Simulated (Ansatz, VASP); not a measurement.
Two plane-wave programs on K

The input INCAR:

```
SYSTEM = K
ALGO = Normal
EDIFF = 1E-6
ENCUT = 520
GGA = RP
ISIF = 2
ISMEAR = -1
LASPH = .True.
LCHARG = .True.
LELF = .True.
LREAL = .False.
LVHAR = .True.
LWAVE = .False.
NBANDS = 10
NELM = 80
PREC = Accurate
SIGMA = 0.1
```

KPOINTS

```
k-points
0
Gamma
  14 14 14
  0 0 0
```

Contents of POSCAR:

```
K
1.0
   -2.6444628552      2.6444628552      2.6444628552
    2.6444628552     -2.6444628552      2.6444628552
    2.6444628552      2.6444628552     -2.6444628552
K
1
Direct
    0.0000000000      0.0000000000      0.0000000000
```

Input for Ansatz:

```yaml
crystal:
  lattice:
    - [-2.6444628552, 2.6444628552, 2.6444628552]
    - [2.6444628552, -2.6444628552, 2.6444628552]
    - [2.6444628552, 2.6444628552, -2.6444628552]
  atoms:
    - { symbol: K, position: [0.0, 0.0, 0.0] }
hamiltonian:
  xc: rpbe
  pseudopotentials:
    kind: paw
    azcp:
      K: "pseudopotentials/K.paw.azcp"
basis:
  ecutwfc: 420
  fft_grid_basis: typed
kpoints:
  mp_grid: { grid: [14, 14, 14], shift: [0, 0, 0] }
magnetization:
  spin_polarized: false
scf:
  occupations: { method: fermi_dirac, width: 0.1 }
output:
  stress: true
```

Alike in both runs: task single point; functional RPBE; k mesh 14 × 14 × 14; occupations fermi-dirac, width 0.1 eV; no spin polarisation.

|  | VASP | Ansatz |
| --- | --- | --- |
| version | VASP 6.6.1 | Ansatz 0.2.0 |
| potentials or method | VASP PAW PBE potentials, release 64 (K_sv), cutoff 520 eV | plane waves (420 eV) with PAW, scalar-relativistic |
| valence electrons in the cell | 9 | 9 |

```tsv
	VASP	Ansatz	Ansatz less VASP
pressure (GPa)	0.3	0.3	+0.01
```

VASP's potentials were made for PBE, not for RPBE. The functional is the same, so the differences come from potentials, cutoffs and numerics.
